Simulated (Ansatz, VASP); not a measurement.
**Two plane-wave programs on Cd2I3**

```xyz
5
Lattice="5.1431 0.0000 0.0000 -2.5716 4.4541 0.0000 0.0000 0.0000 9.5450" Properties=species:S:1:pos:R:3 pbc="T T T"
Cd    0.0000    2.9694    0.0000
Cd    0.0000    0.0000    4.7725
I     0.0000    2.9694    4.7725
I     0.0000    0.0000    1.8502
I     0.0000    0.0000    7.6948
```

Alike in both runs: functional PBE; k mesh 3 × 3 × 4; occupations gaussian, width 0.1 eV; no spin polarisation.

Ansatz relaxed the structure, and its values are those at the end. VASP's run is a single point on that final structure, the one shown.

|  | VASP | Ansatz |
| --- | --- | --- |
| version | VASP 6.6.1 | Ansatz 0.2.0 |
| potentials or method | VASP PAW PBE potentials, release 64 (Cd, I), cutoff 520 eV | scalar-relativistic, plane waves, PAW |
| valence electrons in the cell | 45 | 91 |

```csv
,VASP,Ansatz,Ansatz less VASP
gap on the k mesh at the Fermi level (eV),none,none,-
pressure (GPa),-0.1,-0.2,-0.05
rms of the force components (eV/Å),0.003,0.002,-0.0011
```

A gap of «none» marks a metal or a gap that the smearing closes. VASP's potentials hold 45 valence electrons a cell and Ansatz's 91, so a difference there can come from the potentials and not from the codes.

The k mesh is coarse, so the values compare programs but aren't converged. Spin-orbit coupling is off throughout.
